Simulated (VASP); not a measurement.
# P (P2/m) in VASP: single point with PBE

Aim: the single point of P with PBE.

Program: VASP 6.6.1. These are calculated values, not measurements. Logs are shortened: lines on timing, memory, paths and dates and some standing lists are left out, and cuts for length are marked.

### 1 The cell of the first run

The structure is monoclinic, space group P2/m (No. 10). Conventional cell: a = 2.683 Å, b = 2.669 Å, c = 5.338 Å, α = 90.00°, β = 90.72°, γ = 90.00°. Within 3.5 Å of P (site symmetry m) lie 6 P at 2.67 to 2.69 Å.

### 2 Single point, PBE (Bi replaced by P, lengths x 0.834, strained)

File INCAR:

```
PREC = Accurate ; ENCUT = 520
EDIFF = 1E-7 ; ISMEAR = 0
SIGMA = 0.1 ; LREAL = False
LASPH = True ; NELM = 100
ALGO = Normal ; ISIF = 2
LWAVE = False ; LCHARG = False
GGA = PE ; NBANDS = 12
```

File KPOINTS:

```
regular mesh
0
Gamma
  6 6 4
```

File POSCAR:

```
P
1.0
    2.6826359165      0.0000000000      0.0000000000
    0.0000000000      2.6687745412      0.0000000000
   -0.0666479533      0.0000000000      5.3380478956
P
2
Direct
    0.4557527500      0.0000000000      0.2504221100
    0.5442472500      0.0000000000      0.7495778900
```

Potentials or basis: VASP PAW PBE potentials, release 64 (P).

Launch:

```
cat potpaw_PBE.64/P/POTCAR > POTCAR
mpirun -np 1 vasp_std > vasp.out
```

OUTCAR:

```text
PREC = Accurate
   ENCUT = 520
   EDIFF = 1E-7
   ISMEAR = 0
   LREAL = False
   LASPH = True
   NELM = 100
   ISIF = 2
   GGA = PE

 ion  position               nearest neighbor table
   1  0.456  0.000  0.250-   2 2.67   2 2.69
   2  0.544  0.000  0.750-   1 2.67   1 2.69

  LATTYP: Found a simple monoclinic cell.
 ALAT       =     2.6826359165
 B/A-ratio  =     0.9948329271
 C/A-ratio  =     1.9900068852
 COS(beta)  =    -0.0124844813

  Lattice vectors:

 A1 = (   2.6826359165,   0.0000000000,   0.0000000000)
 A2 = (   0.0000000000,   2.6687745412,   0.0000000000)
 A3 = (  -0.0666479533,   0.0000000000,   5.3380478956)

Analysis of symmetry for initial positions (statically):
=====================================================================
 Subroutine PRICEL returns:
 Original cell was already a primitive cell.

 Routine SETGRP: Setting up the symmetry group for a
 simple monoclinic supercell.

 Subroutine GETGRP returns: Found  4 space group operations
 (whereof  4 operations were pure point group operations)
 out of a pool of  4 trial point group operations.

The static configuration has the point symmetry C_2h.

Analysis of symmetry for dynamics (positions and initial velocities):
=====================================================================
 Subroutine PRICEL returns:
 Original cell was already a primitive cell.

 Routine SETGRP: Setting up the symmetry group for a
 simple monoclinic supercell.

 Subroutine GETGRP returns: Found  4 space group operations
 (whereof  4 operations were pure point group operations)
 out of a pool of  4 trial point group operations.

The dynamic configuration has the point symmetry C_2h.

 Subroutine INISYM returns: Found  4 space group operations
 (whereof  4 operations are pure point group operations),
 and found     1 'primitive' translations

----------------------------------------------------------------------------------------

                                     Primitive cell

  volume of cell :      38.2170

  direct lattice vectors                    reciprocal lattice vectors
     2.682635917  0.000000000  0.000000000     0.372767692  0.000000000  0.004654174
     0.000000000  2.668774541  0.000000000     0.000000000  0.374703814  0.000000000
    -0.066647953  0.000000000  5.338047896     0.000000000  0.000000000  0.187334400

  length of vectors
     2.682635917  2.668774541  5.338463944     0.372796746  0.374703814  0.187334400

[... 83 lines left out ...]
   NSW    =      0    number of steps for IOM
   IBRION =     -1    ionic relax: 0-MD 1-quasi-New 2-CG
   NFREE  =      0    steps in history (QN), initial steepest desc. (CG)
   ISIF   =      2    stress and relaxation
   ISYM   =      2    0-nonsym 1-usesym 2-fastsym
   POTIM  = 0.5000    time-step for ionic-motion
   TEBEG  =    0.0;   TEEND  =   0.0 temperature during run
   PSTRESS=    0.0 pullay stress
   NELECT =      10.0000    total number of electrons
   NUPDOWN=      -1.0000    fix difference up-down
   EMIN   =  10.00;   EMAX   =-10.00  energy-range for DOS
   EFERMI =   0.00;   METHOD = LEGACY
   ISMEAR =     0;   SIGMA  =   0.10  broadening in eV -4-tet -1-fermi 0-gaus
   EFERMI_NEDOS =   21; number of points for ismear=-14 and -15
   IALGO  =     38    algorithm
   IMIX   =      4    mixing-type and parameters
     AMIX     =   0.40;   BMIX     =  1.00
     AMIX_MAG =   1.60;   BMIX_MAG =  1.00
  volume/ion in A,a.u.               =      19.11       128.95
  Fermi-wavevector in a.u.,A,eV,Ry     =   1.047103  1.978738 14.917768  1.096425
  Thomas-Fermi vector in A             =   2.181969
   LORBIT       =      0    0 simple, 1 ext, 2 COOP (PROOUT), +10 PAW based schemes
   GGA     = PE    functional components
   LHFCALC =     F    Hartree Fock is set to
   AEXX    =    0.0000 exact exchange contribution
   IVDW    =     0    specifies the selected vdW correction
   LEPSILON=     F    determine dielectric tensor
   LRPA    =     F    only Hartree local field effects (RPA)
 non-spin polarized calculation
 Gauss-broadening in eV      SIGMA  =   0.10
  energy-cutoff  :      520.00
  volume of cell :       38.22
 maximum number of plane-waves:      1042
   NGX =  9   NGY =  9   NGZ = 19

 number of electron      10.0000000 magnetization

 number of electron       9.9999997 magnetization

 Free energy of the ion-electron system (eV)
  ---------------------------------------------------
  ext. energy  EPLUGINS =         0.00000000
  ---------------------------------------------------
  free energy    TOTEN  =        -9.96133743 eV

  energy without entropy =       -9.95666838  energy(sigma->0) =       -9.95900291

 E-fermi :   6.2198     XC(G=0): -10.1110

 val. band max:        6.1798197275   @ k =   0.1667   0.0000   0.2500
 cond. band min:       6.2431252008   @ k =  -0.1667   0.0000   0.2500
 fundamental gap:      0.0633054733
 Fermi energy:         6.2197803976

 k-point     1 :       0.0000    0.0000    0.0000
  band No.  band energies     occupation
      1      -7.8585      2.00000
      2      -4.7994      2.00000
      3      -0.3257      2.00000
      4       9.8063      0.00000
      5       9.8759      0.00000
      6       9.9097      0.00000
      7      11.3154      0.00000
      8      11.7583      0.00000
      9      13.3084      0.00000
     10      13.6018      0.00000
     11      15.2586      0.00000
     12      17.5679      0.00000
[... 331 lines left out ...]
 k-point    24 :       0.1667    0.1667    0.2500
  band No.  band energies     occupation
      1      -6.5842      2.00000
      2      -4.6185      2.00000
      3       1.9294      2.00000
      4       6.3797      0.02370
      5       6.8862      0.00000
      6       7.8680      0.00000
      7       8.2915      0.00000
      8       8.9577      0.00000
      9      15.8021      0.00000
     10      16.7907      0.00000
     11      18.1593      0.00000
     12      18.9598      0.00000

 [... further k-points ...]
[... 5 lines left out ...]
  --------------------------------------------------------------------------------------
  -------------------------------------------------------------------------------------
  Total       -4.0993322     -4.4012812     -2.4587543      0.0000000      0.0000000      0.1636106
  in kB     -171.8571495   -184.5158202   -103.0788646      0.0000000      0.0000000      6.8590816
  external PRESSURE =    -153.1506114 kB  Pullay stress =       0.0000000 kB

 VOLUME and BASIS-vectors are now :
 -----------------------------------------------------------------------------
  energy-cutoff  :      520.00
  volume of cell :       38.22
      direct lattice vectors                 reciprocal lattice vectors
     2.682635917  0.000000000  0.000000000     0.372767692  0.000000000  0.004654174
     0.000000000  2.668774541  0.000000000     0.000000000  0.374703814  0.000000000
    -0.066647953  0.000000000  5.338047896     0.000000000  0.000000000  0.187334400

 POSITION                                       TOTAL-FORCE (eV/Angst)
 -----------------------------------------------------------------------------------
      1.20593      0.00000      1.33677         0.286654      0.000000      0.021109
      1.41006      0.00000      4.00128        -0.286654      0.000000     -0.021109
 -----------------------------------------------------------------------------------
    total drift:                                0.000000     -0.000000      0.000000

  FREE ENERGIE OF THE ION-ELECTRON SYSTEM (eV)
  ---------------------------------------------------
  free  energy   TOTEN  =        -9.9613374342 eV

  energy  without entropy=       -9.9566683794  energy(sigma->0) =       -9.95900291
```

stdout:

```text
POSCAR found type information on POSCAR P
 POSCAR found :  1 types and       2 ions
 scaLAPACK will be used
 LDA part: xc-table for (Slater+PW92), standard interpolation
 POSCAR, INCAR and KPOINTS ok, starting setup
 FFT: planning ... GRIDC
 FFT: planning ... GRID_SOFT
 FFT: planning ... GRID
 WAVECAR not read
 entering main loop
```

Run time: 6.7 s. Hardware: 1 thread of Intel Xeon 6975P-C (Granite Rapids), shared host; peak memory 0.14 GiB.

What came out:

- Free energy: -9.9613 eV
- Pressure: -15.3 GPa
- Largest force: 0.287 eV/Å
- Band gap on the k mesh: zero (band 5 reaches 10.49 eV, above the bottom of band 6 at 3.02 eV)

Forces in eV/Å, atoms in the order of the input:
```
P    0.287  0.000  0.021
P   -0.287  0.000 -0.021
```

Caveat: the k points lie up to 0.39 Å⁻¹ apart; the cell differs from its parent crystal (Bi replaced by P, lengths x 0.834, strained).
